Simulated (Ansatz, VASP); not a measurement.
# CoO: VASP beside Ansatz

INCAR

```
PREC = Accurate
ENCUT = 600
EDIFF = 1E-6
ISMEAR = -1
SIGMA = 0.05
LREAL = False
LASPH = True
NELM = 200
ALGO = Normal
ISIF = 2
LWAVE = False
LCHARG = True
ISPIN = 2
MAGMOM = 2 0
LORBIT = 11
LMAXMIX = 4
GGA = RE
LELF = True
LVHAR = True
NBANDS = 22
GGA_COMPAT = False
```

Contents of KPOINTS:

```
Automatic mesh
0
Gamma
  11 11 11
```

File POSCAR:

```
CoO
1.0
    0.0000000000      2.1026924146      2.1026924146
    2.1026924146      0.0000000000      2.1026924146
    2.1026924146      2.1026924146      0.0000000000
Co O
1 1
Direct
    0.0000000000      0.0000000000      0.0000000000
    0.5000000000      0.5000000000      0.5000000000
```

File input.yaml:

```yaml
crystal:
  lattice:
    - [0.0, 2.1026924146, 2.1026924146]
    - [2.1026924146, 0.0, 2.1026924146]
    - [2.1026924146, 2.1026924146, 0.0]
  atoms:
    - { symbol: Co, position: [0.0, 0.0, 0.0], spin: 2.0 }
    - { symbol: O, position: [0.5, 0.5, 0.5] }
hamiltonian:
  xc: revpbe
  pseudopotentials: { kind: paw }
magnetization:
  spin_polarized: true
kpoints:
  mp_grid: { grid: [11, 11, 11] }
scf:
  occupations: { method: fermi_dirac, width: 0.05 }
output:
  forces: true
  stress: true
  eigenvalues: true
```

Alike in both runs: task single point; functional revPBE; k mesh 11 × 11 × 11; occupations fermi-dirac, width 0.05 eV; collinear spin.

```csv
,VASP,Ansatz
version,VASP 6.6.1,Ansatz 0.2.0
potentials or method,"VASP PAW PBE potentials, release 64 (Co_sv, O)",Ansatz PAW
plane-wave cutoff (eV),600,420
valence electrons in the cell,23,23
```

Ansatz gave:

* gap on the k mesh at the Fermi level (eV): none
* pressure (GPa): 10.0
* net moment per atom (μB): 1.43
* size of the moment on the site where the two differ most (μB): 2.44

Task: Which values does VASP return?

Result: gap on the k mesh at the Fermi level (eV): none; pressure (GPa): 7.3; net moment per atom (μB): 1.42; size of the moment on the site where the two differ most (μB): 2.48.

VASP's potentials were made for PBE, not for revPBE. Site moments also hang on the region over which each program counts them. A gap of «none» marks a metal or a gap that the smearing closes.
